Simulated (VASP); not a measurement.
Write the native input for VASP 6.6.1 that does the following.

```
Task                   : single point
Functional             : r2SCAN
Potentials or basis    : VASP PAW PBE potentials, release 64 (Sc_sv)
Cutoff                 : 520 eV
k mesh                 : 18 × 18 × 18
Occupations            : gaussian, width 0.15 eV
Spin                   : no spin polarisation
Dipole correction      : no
Further INCAR settings : ALGO = Normal; EDIFF = 1e-07; NBANDS = 12
```

Sc:

```
CELL_PARAMETERS angstrom
0.00000 2.27050 2.27050
2.35564 0.00000 2.27050
2.35564 2.27050 0.00000
ATOMIC_POSITIONS crystal
Sc 0.00000 0.00000 0.00000
```

This cell differs from its parent crystal: strain +0.0375 x Voigt [1, 0, 0, 0, 0, 0].

One way to write it, as run:

POSCAR

```
Sc
1.0
    0.0000000000      2.2705000000      2.2705000000
    2.3556437500      0.0000000000      2.2705000000
    2.3556437500      2.2705000000      0.0000000000
Sc
1
Direct
    0.0000000000      0.0000000000      0.0000000000
```

INCAR.step1

```
  PREC = Accurate
  ENCUT = 520
  ISMEAR = 0
  SIGMA = 0.15
  LREAL = F
  LASPH = T
  NELM = 100
  NBANDS = 12
  GGA = PE
  ALGO = Normal
  EDIFF = 1E-4
  LWAVE = T
  LCHARG = F
```

INCAR.step2

```
  PREC = Accurate
  ENCUT = 520
  EDIFF = 1E-7
  ISMEAR = 0
  SIGMA = 0.15
  LREAL = F
  LASPH = T
  NELM = 100
  ALGO = Normal
  ISIF = 2
  LWAVE = F
  LCHARG = F
  METAGGA = R2SCAN
  LMIXTAU = T
  NBANDS = 12
  ISTART = 1
```

KPOINTS

```
Automatic mesh
0
Gamma
  18 18 18
```

Potentials or basis: VASP PAW PBE potentials, release 64 (Sc_sv).

Command:

```console
$ cat potpaw_PBE.64/Sc_sv/POTCAR > POTCAR
$ cp INCAR.step1 INCAR
$ mpirun -np 1 vasp_std > vasp.out
$ cp INCAR.step2 INCAR
$ mpirun -np 1 vasp_std > vasp.out
```

Results of the run:

```json
{
  "Pressure": "2.0 GPa"
}
```

Caveat: the cell differs from its parent crystal (strain +0.0375 x Voigt [1, 0, 0, 0, 0, 0]); the PAW data sets were made with another functional, which shifts forces and pressure a little.

It took 4.8 min on 1 thread of Intel Xeon 6975P-C (shared host), peak memory 0.25 GiB.
